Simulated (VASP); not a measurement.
Input of a VASP 6.6.1 run:

The input INCAR:

```
SYSTEM = InSb2As3
ALGO = Normal ; EDIFF = 1E-6
ENCUT = 520 ; GGA = PE
ISIF = 2 ; ISMEAR = 0
LASPH = .TRUE. ; LCHARG = .TRUE.
LELF = .TRUE. ; LREAL = .FALSE.
LVHAR = .TRUE. ; LWAVE = .FALSE.
NBANDS = 50 ; NELM = 100
PREC = Accurate ; SIGMA = 0.1
```

KPOINTS

```
k-points
0
G
  6 6 6
  0 0 0
```

The input POSCAR:

```
InSb2As3
1.0
    0.0000000000      6.0290487254      6.0290487254
    6.0290487254      0.0000000000      6.0290487254
    6.0290487254      6.0290487254      0.0000000000
In Sb As
2 4 6
Direct
    0.5000000000      0.5000000000      0.5000000000
    0.7500000000      0.7500000000      0.7500000000
    0.1250000000      0.1250000000      0.1250000000
    0.1250000000      0.1250000000      0.6250000000
    0.1250000000      0.6250000000      0.1250000000
    0.6250000000      0.1250000000      0.1250000000
    0.6250000000      0.6250000000      0.6250000000
    0.6250000000      0.6250000000      0.1250000000
    0.6250000000      0.1250000000      0.6250000000
    0.1250000000      0.6250000000      0.6250000000
    0.2500000000      0.2500000000      0.2500000000
    0.0000000000      0.0000000000      0.0000000000
```

Potentials or basis: VASP PAW PBE potentials, release 64 (In_d, Sb, As).

The run is started by

```bash
$ cat potpaw_PBE.64/In_d/POTCAR potpaw_PBE.64/Sb/POTCAR potpaw_PBE.64/As/POTCAR > POTCAR
$ mpirun -np 1 vasp_std > vasp.out
```

What does it give for the pressure?

0.0 GPa.

What does it give for the band gap on the k mesh?

Zero (band 38 reaches 2.76 eV, above the bottom of band 39 at 2.54 eV).

Caveat: spin-orbit coupling is left out, which moves the levels of the heavy elements.
